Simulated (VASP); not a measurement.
A run of VASP 6.6.1:

The input INCAR:

```
SYSTEM = Hg
  ALGO = Normal
  EDIFF = 1E-8
  ENCUT = 520
  ISIF = 2
  ISMEAR = -1
  LASPH = .TRUE.
  LCHARG = .FALSE.
  LEFG = .TRUE.
  LREAL = .FALSE.
  LWAVE = .FALSE.
  NBANDS = 12
  NELM = 80
  PREC = Accurate
  SIGMA = 0.03
```

The input KPOINTS:

```
k-points
0
G
  12 12 12
  0 0 0
```

Contents of POSCAR:

```
Hg
1.0
    1.7242144574      0.9954756811      2.2265283723
   -1.7242144574      0.9954756811      2.2265283723
    0.0000000000     -1.9909513622      2.2265283723
Hg
1
Direct
    0.0000000000      0.0000000000      0.0000000000
```

Potentials or basis: VASP PAW LDA potentials, release 64 (Hg).

Run with:

```console
$ cat potpaw_LDA.64/Hg/POTCAR > POTCAR
$ mpirun -np 1 vasp_std > vasp.out
```

Hardware: 1 thread of AMD EPYC 9R45 96-Core Processor (Zen 5), on a shared host.

Task: How long does it take, and how much memory?

Result: Run time: 18 s on 1 thread of AMD EPYC 9R45 96-Core Processor (Zen 5) (shared host), peak memory 0.14 GiB. Counts: scf iterations 11, k points 189.
